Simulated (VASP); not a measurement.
The system is Sc.

```xyz
2
Lattice="3.3090 0.0000 0.0000 -1.6545 2.8657 0.0000 0.0000 0.0000 5.2733" Properties=species:S:1:pos:R:3 pbc="T T T"
Sc    0.0000    1.9105    1.3183
Sc    1.6545    0.9552    3.9550
```

```yaml
Program: VASP 6.6.1
Task: relaxation of cell and atoms
Functional: LDA
Potentials_or_basis: VASP PAW LDA potentials, release 64 (Sc_sv)
Cutoff: 600 eV
k_mesh: 9 × 9 × 5
Occupations: fermi-dirac, width 0.02 eV
Spin: no spin polarisation
```

At the start: pressure -5.3 GPa; volume 25.00 Å³/atom.

Where does the relaxation end?

Over 9 steps the energy falls by 45.8 meV/atom and the volume is 22.57 Å³/atom (-9.7 %); space group P6_3/mmc (No. 194, to 0.05 Å).

Step by step:
```
step  energy change (eV)  largest force (eV/Å)  pressure (GPa)  volume (Å³)
   1              0.0000                0.0000           -5.28        50.00
   2             -0.0858                0.0000            1.28        44.27
   3             -0.0889                0.0000            0.15        45.09
   4             -0.0888                0.0000            0.01        45.19
   5             -0.0906                0.0000           -0.05        45.22
   6             -0.0913                0.0000           -0.11        45.26
   7             -0.0915                0.0000           -0.09        45.24
   8             -0.0915                0.0000           -0.10        45.25
   9             -0.0915                0.0000            0.05        45.14
```

Final structure:
```xyz
2
Lattice="3.2316 0.0000 0.0000 -1.6158 2.7987 0.0000 0.0000 0.0000 4.9907" Properties=species:S:1:pos:R:3 pbc="T T T"
Sc    0.0000    1.8658    1.2477
Sc    1.6158    0.9329    3.7430
```
